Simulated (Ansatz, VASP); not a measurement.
Two plane-wave programs on TaN

```
CELL_PARAMETERS angstrom
2.92399 0.00000 0.00000
-1.46199 2.53225 0.00000
0.00000 0.00000 2.87073
ATOMIC_POSITIONS crystal
Ta 0.33333 0.66667 0.50000
N 0.00000 0.00000 0.00000
```

Alike in both runs: task single point; functional PBEsol; k mesh 24 × 24 × 18; occupations gaussian, width 0.1 eV; no spin polarisation.

|  | VASP | Ansatz |
| --- | --- | --- |
| version | VASP 6.6.1 | Ansatz 0.2.0 |
| potentials or method | VASP PAW PBE potentials, release 64 (Ta_pv, N), cutoff 520 eV | scalar-relativistic, plane waves, PAW |
| valence electrons in the cell | 16 | 18 |

VASP gave:

```
gap on the k mesh at the Fermi level (eV)                     : none
pressure (GPa)                                                : 0.8
traceless stress, the component that is largest in VASP (GPa) : 0.15
```

Task: What did Ansatz give for the same quantities?

Result: gap on the k mesh at the Fermi level (eV): none; pressure (GPa): 0.0; traceless stress, the component that is largest in VASP (GPa): 0.01.

VASP's potentials were made for PBE, not for PBEsol. A gap of «none» marks a metal or a gap that the smearing closes. VASP's potentials hold 16 valence electrons a cell and Ansatz's 18, so a difference there can come from the potentials and not from the codes.

Neither program's run includes spin-orbit coupling.
